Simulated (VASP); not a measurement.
# Ru (P6_3/mmc) in VASP: a series of runs

Aim: see how the results for Ru move with the level of theory and the settings. Levels: LDA, r2SCAN+rVV10. Tasks: single point.

Program: VASP 6.6.1. These are calculated values, not measurements. Logs are shortened: lines on timing, memory, paths and dates and some standing lists are left out, and cuts for length are marked.

## (1) The cell of the first run

The structure is hexagonal, space group P6_3/mmc (No. 194). Conventional cell: a = 2.759 Å, b = 2.759 Å, c = 4.366 Å, α = 90.00°, β = 90.00°, γ = 120.00°. Within 3.6 Å of Ru (site symmetry -6m2) lie 12 Ru at 2.70 to 2.76 Å.

## (2) Single point, LDA

File INCAR:

```
SYSTEM = Ru
  PREC = Accurate
  ENCUT = 520
  EDIFF = 1E-6
  ISMEAR = -1
  SIGMA = 0.05
  LREAL = .False.
  LASPH = .True.
  NELM = 60
  ALGO = Normal
  ISIF = 2
  LWAVE = .False.
  LCHARG = .False.
  NBANDS = 21
```

File KPOINTS:

```
Automatic mesh
0
Gamma
  11 11 6
  0 0 0
```

File POSCAR:

```
Ru
1.0
    2.7588683749      0.0000000000      0.0000000000
   -1.3794341875      2.3892500984      0.0000000000
    0.0000000000      0.0000000000      4.3658801443
Ru
2
Direct
    0.6666666667      0.3333333333      0.7500000000
    0.3333333333      0.6666666667      0.2500000000
```

Potentials or basis: VASP PAW LDA potentials, release 64 (Ru_pv).

On the command line:

```sh
$ cat potpaw_LDA.64/Ru_pv/POTCAR > POTCAR
$ mpirun -np 1 vasp_std > vasp.out
```

OUTCAR:

```text
SYSTEM = Ru
   PREC = Accurate
   ENCUT = 520
   EDIFF = 1E-6
   ISMEAR = -1
   LREAL = .False.
   LASPH = .True.
   NELM = 60
   ISIF = 2

 ion  position               nearest neighbor table
   1  0.667  0.333  0.750-   2 2.70   2 2.70   2 2.70   2 2.70   2 2.70   2 2.70
   2  0.333  0.667  0.250-   1 2.70   1 2.70   1 2.70   1 2.70   1 2.70   1 2.70

  LATTYP: Found a hexagonal cell.
 ALAT       =     2.7588683749
 C/A-ratio  =     1.5824894671

  Lattice vectors:

 A1 = (   2.7588683749,   0.0000000000,   0.0000000000)
 A2 = (  -1.3794341875,   2.3892500984,   0.0000000000)
 A3 = (   0.0000000000,   0.0000000000,   4.3658801443)

Analysis of symmetry for initial positions (statically):
=====================================================================
 Subroutine PRICEL returns:
 Original cell was already a primitive cell.

 Routine SETGRP: Setting up the symmetry group for a
 hexagonal supercell.

 Subroutine GETGRP returns: Found 24 space group operations
 (whereof 12 operations were pure point group operations)
 out of a pool of 24 trial point group operations.

The static configuration has the point symmetry D_3d.
 The point group associated with its full space group is D_6h.

Analysis of symmetry for dynamics (positions and initial velocities):
=====================================================================
 Subroutine PRICEL returns:
 Original cell was already a primitive cell.

 Routine SETGRP: Setting up the symmetry group for a
 hexagonal supercell.

 Subroutine GETGRP returns: Found 24 space group operations
 (whereof 12 operations were pure point group operations)
 out of a pool of 24 trial point group operations.

The dynamic configuration has the point symmetry D_3d.
 The point group associated with its full space group is D_6h.

 Subroutine INISYM returns: Found 24 space group operations
 (whereof 12 operations are pure point group operations),
 and found     1 'primitive' translations

----------------------------------------------------------------------------------------

                                     Primitive cell

  volume of cell :      28.7783

  direct lattice vectors                    reciprocal lattice vectors
     2.758868375  0.000000000  0.000000000     0.362467456  0.209270683  0.000000000
    -1.379434188  2.389250098  0.000000000     0.000000000  0.418541366  0.000000000
     0.000000000  0.000000000  4.365880144     0.000000000  0.000000000  0.229048890

  length of vectors
     2.758868375  2.758868375  4.365880144     0.418541366  0.418541366  0.229048890

  position of ions in fractional coordinates (direct lattice)
     0.666666667  0.333333333  0.750000000
     0.333333333  0.666666667  0.250000000

  ion indices of the primitive-cell ions
   primitive index   ion index
                 1           1
                 2           2

----------------------------------------------------------------------------------------

 KPOINTS: Automatic mesh

Automatic generation of k-mesh.
 Grid dimensions read from file:
 generate k-points for:   11   11    6

 Generating k-lattice:

  Cartesian coordinates                     Fractional coordinates (reciprocal lattice)
     0.032951587  0.019024608  0.000000000     0.090909091  0.000000000  0.000000000
     0.000000000  0.038049215  0.000000000     0.000000000  0.090909091  0.000000000
     0.000000000  0.000000000  0.038174815     0.000000000  0.000000000  0.166666667

  Length of vectors
     0.038049215  0.038049215  0.038174815

  Shift w.r.t. Gamma in fractional coordinates (k-lattice)
     0.000000000  0.000000000  0.000000000

 Subroutine IBZKPT returns following result:
 ===========================================

 Found     64 irreducible k-points:

 Following reciprocal coordinates:
            Coordinates               Weight
  0.000000  0.000000  0.000000      1.000000
  0.090909  0.000000  0.000000      6.000000
  0.181818  0.000000  0.000000      6.000000
  0.272727  0.000000  0.000000      6.000000
  0.363636  0.000000  0.000000      6.000000
  0.454545  0.000000  0.000000      6.000000
[... 16 lines left out ...]
  0.090909  0.090909  0.166667     12.000000
  0.181818  0.090909  0.166667     24.000000
 [... further k-points ...]
   k-points           NKPTS =     64   k-points in BZ     NKDIM =     64   number of bands    NBANDS=     21
   number of dos      NEDOS =    301   number of ions     NIONS =      2
   total plane-waves  NPLWV =  18432
   dimension x,y,z NGX =    24 NGY =   24 NGZ =   32
   dimension x,y,z NGXF=    48 NGYF=   48 NGZF=   64
   ions per type =               2
   NGX,Y,Z   is equivalent  to a cutoff of  14.46, 14.46, 12.19 a.u.
   NGXF,Y,Z  is equivalent  to a cutoff of  28.92, 28.92, 24.37 a.u.
 SYSTEM =  Ru
   PREC   = accura    normal or accurate (medium, high low for compatibility)
   ISTART =      0    job   : 0-new  1-cont  2-samecut
   ICHARG =      2    charge: 1-file 2-atom 10-const
   ISPIN  =      1    spin polarized calculation?
   LNONCOLLINEAR =      F non collinear calculations
   LSORBIT =      F    spin-orbit coupling
   LASPH  =      T    aspherical Exc in radial PAW
   ENCUT  =  520.0 eV  38.22 Ry    6.18 a.u.   5.13  5.13  8.12*2*pi/ulx,y,z
   NELM   =     60;   NELMIN=  2; NELMDL= -5     # of ELM steps
   EDIFF  = 0.1E-05   stopping-criterion for ELM
   LREAL  =      F    real-space projection
   EDIFFG = 0.1E-04   stopping-criterion for IOM
   NSW    =      0    number of steps for IOM
   IBRION =     -1    ionic relax: 0-MD 1-quasi-New 2-CG
   NFREE  =      0    steps in history (QN), initial steepest desc. (CG)
   ISIF   =      2    stress and relaxation
   ISYM   =      2    0-nonsym 1-usesym 2-fastsym
   POTIM  = 0.5000    time-step for ionic-motion
   TEBEG  =    0.0;   TEEND  =   0.0 temperature during run
   PSTRESS=    0.0 pullay stress
   NELECT =      28.0000    total number of electrons
   NUPDOWN=      -1.0000    fix difference up-down
   EMIN   =  10.00;   EMAX   =-10.00  energy-range for DOS
   EFERMI =   0.00;   METHOD = LEGACY
   ISMEAR =    -1;   SIGMA  =   0.05  broadening in eV -4-tet -1-fermi 0-gaus
   EFERMI_NEDOS =   21; number of points for ismear=-14 and -15
   IALGO  =     38    algorithm
   IMIX   =      4    mixing-type and parameters
     AMIX     =   0.40;   BMIX     =  1.00
     AMIX_MAG =   1.60;   BMIX_MAG =  1.00
  volume/ion in A,a.u.               =      14.39        97.10
  Fermi-wavevector in a.u.,A,eV,Ry     =   1.622206  3.065525 35.804449  2.631553
  Thomas-Fermi vector in A             =   2.715857
   LORBIT       =      0    0 simple, 1 ext, 2 COOP (PROOUT), +10 PAW based schemes
   GGA     = CA    functional components
   LHFCALC =     F    Hartree Fock is set to
   AEXX    =    0.0000 exact exchange contribution
   IVDW    =     0    specifies the selected vdW correction
   LEPSILON=     F    determine dielectric tensor
   LRPA    =     F    only Hartree local field effects (RPA)
 non-spin polarized calculation
  energy-cutoff  :      520.00
  volume of cell :       28.78
 maximum number of plane-waves:       796
 NGX is ok and might be reduce to    24
   NGX = 11   NGY = 11   NGZ = 17

 number of electron      28.0000012 magnetization

 Free energy of the ion-electron system (eV)
  ---------------------------------------------------
  ext. energy  EPLUGINS =         0.00000000
  ---------------------------------------------------
  free energy    TOTEN  =       -21.15503040 eV

  energy without entropy =      -21.13682010  energy(sigma->0) =      -21.14592525

 E-fermi :  11.5818     XC(G=0): -14.0285

 val. band max:       11.5769373472   @ k =   0.3636   0.0000   0.3333
 cond. band min:      11.5974272917   @ k =   0.2727   0.1818   0.0000
 fundamental gap:      0.0204899445
 Fermi energy:        11.5817578553

 k-point     1 :       0.0000    0.0000    0.0000
  band No.  band energies     occupation
      1     -31.6036      2.00000
      2     -30.8195      2.00000
      3     -30.8195      2.00000
      4     -30.6752      2.00000
      5     -30.6752      2.00000
      6     -30.6443      2.00000
[... 13 lines left out ...]
     20      21.6846      0.00000
     21      21.6944      0.00000

 k-point     2 :       0.0909    0.0000    0.0000
  band No.  band energies     occupation
      1     -31.5801      2.00000
      2     -30.8687      2.00000
      3     -30.8361      2.00000
      4     -30.7267      2.00000
      5     -30.6822      2.00000
      6     -30.6554      2.00000
[... 13 lines left out ...]
     20      21.6846      0.00000
     21      21.6934      0.00000

 k-point     3 :       0.1818    0.0000    0.0000
  band No.  band energies     occupation
      1     -31.5134      2.00000
      2     -31.0010      2.00000
      3     -30.8793      2.00000
      4     -30.8617      2.00000
      5     -30.7022      2.00000
      6     -30.6886      2.00000
[... 13 lines left out ...]
     20      21.6846      0.00000
     21      21.6912      0.00000

 k-point     4 :       0.2727    0.0000    0.0000
  band No.  band energies     occupation
      1     -31.4147      2.00000
      2     -31.1746      2.00000
      3     -31.0322      2.00000
      4     -30.9334      2.00000
      5     -30.7432      2.00000
      6     -30.7303      2.00000
[... 13 lines left out ...]
     20      21.6845      0.00000
     21      21.6889      0.00000

 k-point     5 :       0.3636    0.0000    0.0000
  band No.  band energies     occupation
      1     -31.3341      2.00000
      2     -31.3034      2.00000
      3     -31.1835      2.00000
      4     -30.9815      2.00000
      5     -30.8139      2.00000
      6     -30.7573      2.00000
[... 13 lines left out ...]
     20      21.6670      0.00000
     21      21.6845      0.00000
[... 382 lines left out ...]
     20      21.6843      0.00000
     21      22.0687      0.00000

 k-point    22 :       0.4545    0.0000    0.1667
  band No.  band energies     occupation
      1     -31.4780      2.00000
      2     -31.3255      2.00000
      3     -31.1298      2.00000
      4     -30.9939      2.00000
      5     -30.8567      2.00000
      6     -30.7898      2.00000
[... 13 lines left out ...]
     20      21.6832      0.00000
     21      21.7039      0.00000

 k-point    23 :       0.0909    0.0909    0.1667
  band No.  band energies     occupation
      1     -31.4874      2.00000
      2     -30.9322      2.00000
      3     -30.8940      2.00000
      4     -30.8310      2.00000
      5     -30.7146      2.00000
      6     -30.6986      2.00000
[... 13 lines left out ...]
     20      21.6846      0.00000
     21      22.5495      0.00000

 k-point    24 :       0.1818    0.0909    0.1667
  band No.  band energies     occupation
      1     -31.4290      2.00000
      2     -31.0645      2.00000
      3     -31.0244      2.00000
      4     -30.8962      2.00000
      5     -30.7530      2.00000
      6     -30.7279      2.00000
[... 13 lines left out ...]
     20      21.6845      0.00000
     21      22.7242      0.00000

 [... further k-points ...]

------------------------ aborting loop because EDIFF is reached ----------------------------------------

  FORCE on cell =-STRESS in cart. coord.  units (eV):
  Direction    XX          YY          ZZ          XY          YZ          ZX
  --------------------------------------------------------------------------------------
  -------------------------------------------------------------------------------------
  Total       -4.7445749     -4.7445749     -5.0630232      0.0000000      0.0000000      0.0000000
  in kB     -264.1456648   -264.1456648   -281.8747019      0.0000000      0.0000000      0.0000000
  external PRESSURE =    -270.0553438 kB  Pullay stress =       0.0000000 kB

 VOLUME and BASIS-vectors are now :
 -----------------------------------------------------------------------------
  energy-cutoff  :      520.00
  volume of cell :       28.78
      direct lattice vectors                 reciprocal lattice vectors
     2.758868375  0.000000000  0.000000000     0.362467456  0.209270683  0.000000000
    -1.379434188  2.389250098  0.000000000     0.000000000  0.418541366  0.000000000
     0.000000000  0.000000000  4.365880144     0.000000000  0.000000000  0.229048890

 POSITION                                       TOTAL-FORCE (eV/Angst)
 -----------------------------------------------------------------------------------
      1.37943      0.79642      3.27441         0.000000     -0.000000      0.000000
     -0.00000      1.59283      1.09147        -0.000000      0.000000      0.000000
 -----------------------------------------------------------------------------------
    total drift:                               -0.000000      0.000000     -0.000000

  FREE ENERGIE OF THE ION-ELECTRON SYSTEM (eV)
  ---------------------------------------------------
  free  energy   TOTEN  =       -21.1550304025 eV

  energy  without entropy=      -21.1368200981  energy(sigma->0) =      -21.14592525
```

It took 21 s on 1 thread of Intel Xeon 6975P-C, shared host; peak memory 0.16 GiB.

What came out:

| Property | Result |
| --- | --- |
| Free energy | -21.1550 eV |
| Pressure | -27.0 GPa |
| Band gap on the k mesh | zero (band 14 reaches 13.01 eV, above the bottom of band 15 at 10.20 eV) |

## (3) Single point, r2SCAN+rVV10

This run uses another cell than the first one, of 12.76 Å³/atom, 0.887 times its volume.

File POSCAR:

```
Ru
1.0
    2.6505640930      0.0000000000      0.0000000000
   -1.3252820465      2.2954558389      0.0000000000
    0.0000000000      0.0000000000      4.1944897589
Ru
2
Direct
    0.6666666667      0.3333333333      0.7500000000
    0.3333333333      0.6666666667      0.2500000000
```

File INCAR.step1:

```
PREC     = Accurate       # precision mode
ENCUT    = 520            # plane-wave cutoff, eV
ISMEAR   = -1             # smearing method
SIGMA    = 0.05           # smearing width, eV
LREAL    = False          # projectors in reciprocal space
LASPH    = True           # aspherical terms in the spheres
NELM     = 60             # most SCF steps
NBANDS   = 21             # bands
GGA      = PE             # functional
ALGO     = Normal         # electronic algorithm
EDIFF    = 1E-4           # SCF threshold, eV
LWAVE    = True           # write WAVECAR
LCHARG   = False          # write CHGCAR
```

File INCAR.step2:

```
PREC     = Accurate       # precision mode
ENCUT    = 520            # plane-wave cutoff, eV
EDIFF    = 1E-7           # SCF threshold, eV
ISMEAR   = -1             # smearing method
SIGMA    = 0.05           # smearing width, eV
LREAL    = False          # projectors in reciprocal space
LASPH    = True           # aspherical terms in the spheres
NELM     = 60             # most SCF steps
ALGO     = Normal         # electronic algorithm
ISIF     = 2              # what is computed and relaxed
LWAVE    = False          # write WAVECAR
LCHARG   = True           # write CHGCAR
METAGGA  = R2SCAN         # meta-GGA
LMIXTAU  = True         
LUSE_VDW = True         
IVDW_NL  = 2            
BPARAM   = 11.95        
CPARAM   = 0.0093       
LELF     = True           # ELF
LVHAR    = True         
NBANDS   = 21             # bands
ISTART   = 1
```

File KPOINTS:

```
regular mesh
0
Gamma
  11 11 6
```

Potentials or basis: VASP PAW PBE potentials, release 64 (Ru_pv).

On the command line:

```sh
$ cat potpaw_PBE.64/Ru_pv/POTCAR > POTCAR
$ cp INCAR.step1 INCAR
$ mpirun -np 1 vasp_std > vasp.out
$ cp INCAR.step2 INCAR
$ mpirun -np 1 vasp_std > vasp.out
```

It took 2 min on 1 thread of Intel Xeon 6975P-C, shared host; peak memory 0.23 GiB.

It converged, with:

- Free energy: -50.2867 eV
- Pressure: 21.3 GPa
- Band gap on the k mesh: zero (band 14 reaches 15.61 eV, above the bottom of band 15 at 12.08 eV)

Stress tensor (GPa, compression positive):
```
21.06  0.00  0.00
 0.00 21.06  0.00
 0.00  0.00 21.79
```

Levels at points of the mesh, in eV from the Fermi level:
```
           k point  band 12  band 13  band 14  band 15  band 16  band 17
(0.00, 0.00, 0.00)    -2.12    -2.12    -1.52    -1.52     1.43     1.43
(0.00, 0.00, 0.50)    -3.09    -2.96    -2.96     0.71     0.71     0.71
```

Caveat: the PAW data sets were made with another functional, which shifts forces and pressure a little.

(Continued in part 2 of 2.)
